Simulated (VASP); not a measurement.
# Pd (P6_3/mmc) in VASP: a series of runs

Pd is run at these levels: RPBE; tasks: single point.

Program: VASP 6.6.1. These are calculated values, not measurements. Logs are shortened: lines on timing, memory, paths and dates and some standing lists are left out, and cuts for length are marked.

### 1 The cell of the first run

The structure is hexagonal, space group P6_3/mmc (No. 194). The conventional cell has a = 2.804 Å, b = 2.804 Å, c = 4.667 Å, α = 90.00°, β = 90.00°, γ = 120.00°. Within 3.7 Å of Pd (site symmetry -6m2) lie 12 Pd at 2.80 to 2.84 Å.

This isn't the form of Pd at room conditions, which is fcc.

### 2 Single point, RPBE

The input, INCAR:

```
  ALGO = Normal
  EDIFF = 1E-6
  ENCUT = 500
  GGA = RP
  GGA_COMPAT = F
  ISIF = 2
  ISMEAR = -1
  LASPH = T
  LCHARG = T
  LELF = T
  LREAL = F
  LVHAR = T
  LWAVE = F
  NBANDS = 17
  NELM = 120
  PREC = Accurate
  SIGMA = 0.1
```

The input, KPOINTS:

```
k-points
0
Gamma
  13 13 7
```

The input, POSCAR:

```
Pd
1.0
    2.8040872761      0.0000000000      0.0000000000
   -1.4020436380      2.4284108155      0.0000000000
    0.0000000000      0.0000000000      4.6674471392
Pd
2
Direct
    0.3333333333      0.6666666667      0.2500000000
    0.6666666667      0.3333333333      0.7500000000
```

Potentials or basis: VASP PAW PBE potentials, release 64 (Pd).

The run is started by

```console
cat potpaw_PBE.64/Pd/POTCAR > POTCAR
mpirun -np 1 vasp_std > vasp.out
```

OUTCAR:

```text
EDIFF = 1E-6
   ENCUT = 500
   GGA = RP
   ISIF = 2
   ISMEAR = -1
   LASPH = T
   LREAL = F
   NELM = 120
   PREC = Accurate

 ion  position               nearest neighbor table
   1  0.333  0.667  0.250-   2 2.84   2 2.84   2 2.84   2 2.84   2 2.84   2 2.84
   2  0.667  0.333  0.750-   1 2.84   1 2.84   1 2.84   1 2.84   1 2.84   1 2.84

  LATTYP: Found a hexagonal cell.
 ALAT       =     2.8040872761
 C/A-ratio  =     1.6645156444

  Lattice vectors:

 A1 = (   2.8040872761,   0.0000000000,   0.0000000000)
 A2 = (  -1.4020436380,   2.4284108155,   0.0000000000)
 A3 = (   0.0000000000,   0.0000000000,   4.6674471392)

Analysis of symmetry for initial positions (statically):
=====================================================================
 Subroutine PRICEL returns:
 Original cell was already a primitive cell.

 Routine SETGRP: Setting up the symmetry group for a
 hexagonal supercell.

 Subroutine GETGRP returns: Found 24 space group operations
 (whereof 12 operations were pure point group operations)
 out of a pool of 24 trial point group operations.

The static configuration has the point symmetry D_3d.
 The point group associated with its full space group is D_6h.

Analysis of symmetry for dynamics (positions and initial velocities):
=====================================================================
 Subroutine PRICEL returns:
 Original cell was already a primitive cell.

 Routine SETGRP: Setting up the symmetry group for a
 hexagonal supercell.

 Subroutine GETGRP returns: Found 24 space group operations
 (whereof 12 operations were pure point group operations)
 out of a pool of 24 trial point group operations.

The dynamic configuration has the point symmetry D_3d.
 The point group associated with its full space group is D_6h.

 Subroutine INISYM returns: Found 24 space group operations
 (whereof 12 operations are pure point group operations),
 and found     1 'primitive' translations

----------------------------------------------------------------------------------------

                                     Primitive cell

  volume of cell :      31.7829

  direct lattice vectors                    reciprocal lattice vectors
     2.804087276  0.000000000  0.000000000     0.356622281  0.205895970  0.000000000
    -1.402043638  2.428410815  0.000000000     0.000000000  0.411791940  0.000000000
     0.000000000  0.000000000  4.667447139     0.000000000  0.000000000  0.214249882

  length of vectors
     2.804087276  2.804087276  4.667447139     0.411791940  0.411791940  0.214249882

  position of ions in fractional coordinates (direct lattice)
     0.333333333  0.666666667  0.250000000
     0.666666667  0.333333333  0.750000000

  ion indices of the primitive-cell ions
   primitive index   ion index
                 1           1
                 2           2

----------------------------------------------------------------------------------------

 KPOINTS: k-points

Automatic generation of k-mesh.
 Grid dimensions read from file:
 generate k-points for:   13   13    7

 Generating k-lattice:

  Cartesian coordinates                     Fractional coordinates (reciprocal lattice)
     0.027432483  0.015838152  0.000000000     0.076923077 -0.000000000  0.000000000
     0.000000000  0.031676303  0.000000000     0.000000000  0.076923077  0.000000000
     0.000000000  0.000000000  0.030607126     0.000000000  0.000000000  0.142857143

  Length of vectors
     0.031676303  0.031676303  0.030607126

  Shift w.r.t. Gamma in fractional coordinates (k-lattice)
     0.000000000  0.000000000  0.000000000

 Subroutine IBZKPT returns following result:
 ===========================================

 Found     84 irreducible k-points:

 Following reciprocal coordinates:
            Coordinates               Weight
  0.000000  0.000000  0.000000      1.000000
  0.076923  0.000000  0.000000      6.000000
  0.153846  0.000000  0.000000      6.000000
  0.230769  0.000000  0.000000      6.000000
  0.307692  0.000000  0.000000      6.000000
  0.384615  0.000000  0.000000      6.000000
[... 16 lines left out ...]
  0.076923  0.000000  0.142857     12.000000
  0.153846  0.000000  0.142857     12.000000
 [... further k-points ...]
   k-points           NKPTS =     84   k-points in BZ     NKDIM =     84   number of bands    NBANDS=     17
   number of dos      NEDOS =    301   number of ions     NIONS =      2
   total plane-waves  NPLWV =  14400
   dimension x,y,z NGX =    20 NGY =   20 NGZ =   36
   dimension x,y,z NGXF=    40 NGYF=   40 NGZF=   72
   ions per type =               2
   NGX,Y,Z   is equivalent  to a cutoff of  11.86, 11.86, 12.82 a.u.
   NGXF,Y,Z  is equivalent  to a cutoff of  23.71, 23.71, 25.65 a.u.
 SYSTEM =  unknown system
   PREC   = accura    normal or accurate (medium, high low for compatibility)
   ISTART =      0    job   : 0-new  1-cont  2-samecut
   ICHARG =      2    charge: 1-file 2-atom 10-const
   ISPIN  =      1    spin polarized calculation?
   LNONCOLLINEAR =      F non collinear calculations
   LSORBIT =      F    spin-orbit coupling
   LASPH  =      T    aspherical Exc in radial PAW
   ENCUT  =  500.0 eV  36.75 Ry    6.06 a.u.   5.11  5.11  8.51*2*pi/ulx,y,z
   NELM   =    120;   NELMIN=  2; NELMDL= -5     # of ELM steps
   EDIFF  = 0.1E-05   stopping-criterion for ELM
   LREAL  =      F    real-space projection
   EDIFFG = 0.1E-04   stopping-criterion for IOM
   NSW    =      0    number of steps for IOM
   IBRION =     -1    ionic relax: 0-MD 1-quasi-New 2-CG
   NFREE  =      0    steps in history (QN), initial steepest desc. (CG)
   ISIF   =      2    stress and relaxation
   ISYM   =      2    0-nonsym 1-usesym 2-fastsym
   POTIM  = 0.5000    time-step for ionic-motion
   TEBEG  =    0.0;   TEEND  =   0.0 temperature during run
   PSTRESS=    0.0 pullay stress
   NELECT =      20.0000    total number of electrons
   NUPDOWN=      -1.0000    fix difference up-down
   EMIN   =  10.00;   EMAX   =-10.00  energy-range for DOS
   EFERMI =   0.00;   METHOD = LEGACY
   ISMEAR =    -1;   SIGMA  =   0.10  broadening in eV -4-tet -1-fermi 0-gaus
   EFERMI_NEDOS =   21; number of points for ismear=-14 and -15
   IALGO  =     38    algorithm
   IMIX   =      4    mixing-type and parameters
     AMIX     =   0.40;   BMIX     =  1.00
     AMIX_MAG =   1.60;   BMIX_MAG =  1.00
  volume/ion in A,a.u.               =      15.89       107.24
  Fermi-wavevector in a.u.,A,eV,Ry     =   1.402880  2.651058 26.777242  1.968072
  Thomas-Fermi vector in A             =   2.525597
   LORBIT       =      0    0 simple, 1 ext, 2 COOP (PROOUT), +10 PAW based schemes
   GGA     = RP    functional components
   LHFCALC =     F    Hartree Fock is set to
   AEXX    =    0.0000 exact exchange contribution
   IVDW    =     0    specifies the selected vdW correction
   LEPSILON=     F    determine dielectric tensor
   LRPA    =     F    only Hartree local field effects (RPA)
 non-spin polarized calculation
  energy-cutoff  :      500.00
  volume of cell :       31.78
 maximum number of plane-waves:       822
   NGX = 11   NGY = 11   NGZ = 17

 number of electron      20.0000002 magnetization

 Free energy of the ion-electron system (eV)
  ---------------------------------------------------
  ext. energy  EPLUGINS =         0.00000000
  ---------------------------------------------------
  free energy    TOTEN  =        -9.27496411 eV

  energy without entropy =       -9.13131152  energy(sigma->0) =       -9.20313781

 E-fermi :   8.7258     XC(G=0): -12.6085

 val. band max:        8.7181712123   @ k =   0.4615   0.0000   0.2857
 cond. band min:       8.7279796964   @ k =   0.2308   0.0769   0.4286
 fundamental gap:      0.0098084841
 Fermi energy:         8.7258109656

 k-point     1 :       0.0000    0.0000    0.0000
  band No.  band energies     occupation
      1       2.1538      2.00000
      2       3.9587      2.00000
      3       6.0889      2.00000
      4       6.2722      2.00000
      5       6.2722      2.00000
      6       6.5841      2.00000
[... 9 lines left out ...]
     16      28.0597      0.00000
     17      30.2311      0.00000

 k-point     2 :       0.0769    0.0000    0.0000
  band No.  band energies     occupation
      1       2.3354      2.00000
      2       4.0851      2.00000
      3       5.9832      2.00000
      4       6.3595      2.00000
      5       6.3887      2.00000
      6       6.5311      2.00000
[... 9 lines left out ...]
     16      27.6873      0.00000
     17      29.0232      0.00000

 k-point     3 :       0.1538    0.0000    0.0000
  band No.  band energies     occupation
      1       2.8489      2.00000
      2       4.3965      2.00000
      3       5.7810      2.00000
      4       6.3365      2.00000
      5       6.5243      2.00000
      6       6.6666      2.00000
[... 9 lines left out ...]
     16      27.1707      0.00000
     17      27.9627      0.00000

 k-point     4 :       0.2308    0.0000    0.0000
  band No.  band energies     occupation
      1       3.5660      2.00000
      2       4.6171      2.00000
      3       5.7447      2.00000
      4       5.7926      2.00000
      5       6.2265      2.00000
      6       6.7305      2.00000
[... 9 lines left out ...]
     16      26.6422      0.00000
     17      27.4073      0.00000
[... 343 lines left out ...]
      1       2.3212      2.00000
      2       3.9846      2.00000
      3       6.0463      2.00000
      4       6.2341      2.00000
      5       6.2341      2.00000
      6       6.5339      2.00000
[... 9 lines left out ...]
     16      27.6806      0.00000
     17      30.0304      0.00000

 k-point    23 :       0.0769    0.0000    0.1429
  band No.  band energies     occupation
      1       2.4998      2.00000
      2       4.1163      2.00000
      3       5.9814      2.00000
      4       6.2535      2.00000
      5       6.3420      2.00000
      6       6.4557      2.00000
[... 9 lines left out ...]
     16      27.6296      0.00000
     17      29.0116      0.00000

 k-point    24 :       0.1538    0.0000    0.1429
  band No.  band energies     occupation
      1       2.9997      2.00000
      2       4.4424      2.00000
      3       5.8066      2.00000
      4       6.2071      2.00000
      5       6.2824      2.00000
      6       6.6219      2.00000
[... 9 lines left out ...]
     16      27.3297      0.00000
     17      27.6986      0.00000

 [... further k-points ...]

------------------------ aborting loop because EDIFF is reached ----------------------------------------

  FORCE on cell =-STRESS in cart. coord.  units (eV):
  Direction    XX          YY          ZZ          XY          YZ          ZX
  --------------------------------------------------------------------------------------
  -------------------------------------------------------------------------------------
  Total       -0.0368879     -0.0368879     -0.0463478     -0.0000000     -0.0000000      0.0000000
  in kB       -1.8595210     -1.8595210     -2.3363991     -0.0000000     -0.0000000      0.0000000
  external PRESSURE =      -2.0184804 kB  Pullay stress =       0.0000000 kB

 VOLUME and BASIS-vectors are now :
 -----------------------------------------------------------------------------
  energy-cutoff  :      500.00
  volume of cell :       31.78
      direct lattice vectors                 reciprocal lattice vectors
     2.804087276  0.000000000  0.000000000     0.356622281  0.205895970  0.000000000
    -1.402043638  2.428410815  0.000000000     0.000000000  0.411791940  0.000000000
     0.000000000  0.000000000  4.667447139     0.000000000  0.000000000  0.214249882

 POSITION                                       TOTAL-FORCE (eV/Angst)
 -----------------------------------------------------------------------------------
     -0.00000      1.61894      1.16686         0.000000     -0.000000      0.000000
      1.40204      0.80947      3.50059        -0.000000      0.000000      0.000000
 -----------------------------------------------------------------------------------
    total drift:                                0.000000     -0.000000      0.000000

  FREE ENERGIE OF THE ION-ELECTRON SYSTEM (eV)
  ---------------------------------------------------
  free  energy   TOTEN  =        -9.2749641073 eV

  energy  without entropy=       -9.1313115178  energy(sigma->0) =       -9.20313781
```

Wall time 24 s (1 thread of Intel Xeon Platinum 8259CL at 2.50GHz (Skylake/Cascade Lake), shared host); peak memory 0.16 GiB.

What came out:

* Free energy: -9.2750 eV
* Pressure: -0.2 GPa
* Band gap on the k mesh: zero (bands 10 and 11 overlap by 0.67 eV)

Caveat: the PAW data sets were made with another functional, which shifts forces and pressure a little.

### 3 Single point, RPBE (14.62 Å³/atom)

This run uses another cell than the first one, of 14.62 Å³/atom.

The input, INCAR:

```
PREC = Accurate
ENCUT = 500
EDIFF = 1E-6
ISMEAR = -1
SIGMA = 0.1
LREAL = False
LASPH = True
NELM = 120
ALGO = Normal
ISIF = 2
LWAVE = False
LCHARG = False
GGA = RP
NBANDS = 17
GGA_COMPAT = False
```

The input, KPOINTS:

```
Automatic mesh
0
Gamma
  15 15 8
```

The input, POSCAR:

```
Pd
1.0
    2.7272239525      0.0000000000      0.0000000000
   -1.3636119762      2.3618452246      0.0000000000
    0.0000000000      0.0000000000      4.5395069345
Pd
2
Direct
    0.3333333333      0.6666666667      0.2500000000
    0.6666666667      0.3333333333      0.7500000000
```

Potentials or basis: VASP PAW PBE potentials, release 64 (Pd).

The run is started by

```console
cat potpaw_PBE.64/Pd/POTCAR > POTCAR
mpirun -np 1 vasp_std > vasp.out
```

OUTCAR:

```text
PREC = Accurate
   ENCUT = 500
   EDIFF = 1E-6
   ISMEAR = -1
   LREAL = False
   LASPH = True
   NELM = 120
   ISIF = 2
   GGA = RP

 ion  position               nearest neighbor table
   1  0.333  0.667  0.250-   2 2.76   2 2.76   2 2.76   2 2.76   2 2.76   2 2.76
   2  0.667  0.333  0.750-   1 2.76   1 2.76   1 2.76   1 2.76   1 2.76   1 2.76

  LATTYP: Found a hexagonal cell.
 ALAT       =     2.7272239525
 C/A-ratio  =     1.6645156443

  Lattice vectors:

 A1 = (   2.7272239525,   0.0000000000,   0.0000000000)
 A2 = (  -1.3636119762,   2.3618452246,   0.0000000000)
 A3 = (   0.0000000000,   0.0000000000,   4.5395069345)

Analysis of symmetry for initial positions (statically):
=====================================================================
 Subroutine PRICEL returns:
 Original cell was already a primitive cell.

 Routine SETGRP: Setting up the symmetry group for a
 hexagonal supercell.

 Subroutine GETGRP returns: Found 24 space group operations
 (whereof 12 operations were pure point group operations)
 out of a pool of 24 trial point group operations.

The static configuration has the point symmetry D_3d.
[... 162 lines left out ...]

 E-fermi :  10.0646     XC(G=0): -13.1345

 val. band max:       10.0630561159   @ k =   0.2667   0.2667   0.1250
 cond. band min:      10.0648973605   @ k =   0.4000   0.0000   0.1250
 fundamental gap:      0.0018412446
 Fermi energy:        10.0646220966

 k-point     1 :       0.0000    0.0000    0.0000
  band No.  band energies     occupation
      1       2.8732      2.00000
      2       4.6839      2.00000
      3       7.0564      2.00000
      4       7.2678      2.00000
      5       7.2678      2.00000
      6       7.6290      2.00000
[... 457 lines left out ...]
      4       7.0505      2.00000
      5       7.2399      2.00000
      6       7.3425      2.00000
[... 9 lines left out ...]
     16      23.7378      0.00000
     17      24.2267      0.00000

 [... further k-points ...]

------------------------ aborting loop because EDIFF is reached ----------------------------------------

  FORCE on cell =-STRESS in cart. coord.  units (eV):
  Direction    XX          YY          ZZ          XY          YZ          ZX
  --------------------------------------------------------------------------------------
  -------------------------------------------------------------------------------------
  Total        2.7160416      2.7160416      2.6513004      0.0000000      0.0000000      0.0000000
  in kB      148.8216383    148.8216383    145.2742363      0.0000000      0.0000000      0.0000000
  external PRESSURE =     147.6391709 kB  Pullay stress =       0.0000000 kB

 VOLUME and BASIS-vectors are now :
 -----------------------------------------------------------------------------
  energy-cutoff  :      500.00
  volume of cell :       29.24
      direct lattice vectors                 reciprocal lattice vectors
     2.727223953  0.000000000  0.000000000     0.366673224  0.211698885  0.000000000
    -1.363611976  2.361845225  0.000000000     0.000000000  0.423397770  0.000000000
     0.000000000  0.000000000  4.539506935     0.000000000  0.000000000  0.220288242

 POSITION                                       TOTAL-FORCE (eV/Angst)
 -----------------------------------------------------------------------------------
     -0.00000      1.57456      1.13488         0.000000      0.000000      0.000000
      1.36361      0.78728      3.40463        -0.000000     -0.000000      0.000000
 -----------------------------------------------------------------------------------
    total drift:                               -0.000000      0.000000     -0.000000

  FREE ENERGIE OF THE ION-ELECTRON SYSTEM (eV)
  ---------------------------------------------------
  free  energy   TOTEN  =        -9.1736568494 eV

  energy  without entropy=       -9.0393202764  energy(sigma->0) =       -9.10648856
```

stdout:

```text
POSCAR found type information on POSCAR Pd
 POSCAR found :  1 types and       2 ions
 scaLAPACK will be used
 -----------------------------------------------------------------------------
|                                                                             |
|                                                                             |
|     You enforced a specific xc type in the INCAR file but a different       |
|     I HOPE YOU KNOW WHAT YOU ARE DOING!                                     |
|                                                                             |
 -----------------------------------------------------------------------------

 LDA part: xc-table for (Slater+PW92), standard interpolation
 POSCAR, INCAR and KPOINTS ok, starting setup
 FFT: planning ... GRIDC
 FFT: planning ... GRID_SOFT
 FFT: planning ... GRID
 WAVECAR not read
 entering main loop
```

Wall time 33 s (1 thread of Intel Xeon Platinum 8259CL at 2.50GHz (Skylake/Cascade Lake), shared host); peak memory 0.17 GiB.

Results:

```yaml
Free_energy: -9.1737 eV
Pressure: 14.8 GPa
Band_gap_on_the_k_mesh: zero (bands 10 and 11 overlap by 0.91 eV)
```

Stress tensor (GPa, compression positive):
```
14.88  0.00  0.00
 0.00 14.88  0.00
 0.00  0.00 14.53
```

Caveat: the cell stands under pressure; the PAW data sets were made with another functional, which shifts forces and pressure a little.
